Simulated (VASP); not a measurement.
Wanted: the native input for a VASP 6.6.1 run.

```yaml
Task: single point
Functional: PBE
Potentials_or_basis: VASP PAW PBE potentials, release 64 (Ir)
Cutoff: 520 eV
k_mesh: 22 × 22 × 22
Occupations: gaussian, width 0.15 eV
Spin: no spin polarisation
Dipole_correction: no
Further_INCAR_settings: ALGO = Normal; EDIFF = 1e-06; NBANDS = 10
```

The structure of Ir lies in POSCAR:

```
Ir
1.0
    0.0000000000      2.0156850000      1.9197000000
    2.0156850000      0.0000000000      1.9197000000
    2.0156850000      2.0156850000      0.0000000000
Ir
1
Direct
    0.0000000000      0.0000000000      0.0000000000
```

This cell differs from its parent crystal: strain +0.050 along x and y, +0.000 along z.

One way to write it, as run:

INCAR

```
SYSTEM = Ir
  ALGO = Normal
  EDIFF = 1E-6
  ENCUT = 520
  GGA = PE
  ISIF = 2
  ISMEAR = 0
  LASPH = .True.
  LCHARG = .True.
  LELF = .True.
  LREAL = .False.
  LVHAR = .True.
  LWAVE = .False.
  NBANDS = 10
  NELM = 60
  PREC = Accurate
  SIGMA = 0.15
```

KPOINTS

```
k-points
0
Gamma
  22 22 22
  0 0 0
```

Potentials or basis: VASP PAW PBE potentials, release 64 (Ir).

Run with:

```console
$ cat potpaw_PBE.64/Ir/POTCAR > POTCAR
$ mpirun -np 1 vasp_std > vasp.out
```

Results of the run:

The pressure is -20.3 GPa.

Caveat: the cell differs from its parent crystal (strain +0.050 along x and y, +0.000 along z).

Run time: 55 s on 1 thread of Intel(R) Xeon(R) Platinum 8488C (Sapphire Rapids), on a shared host, peak memory 0.26 GiB.
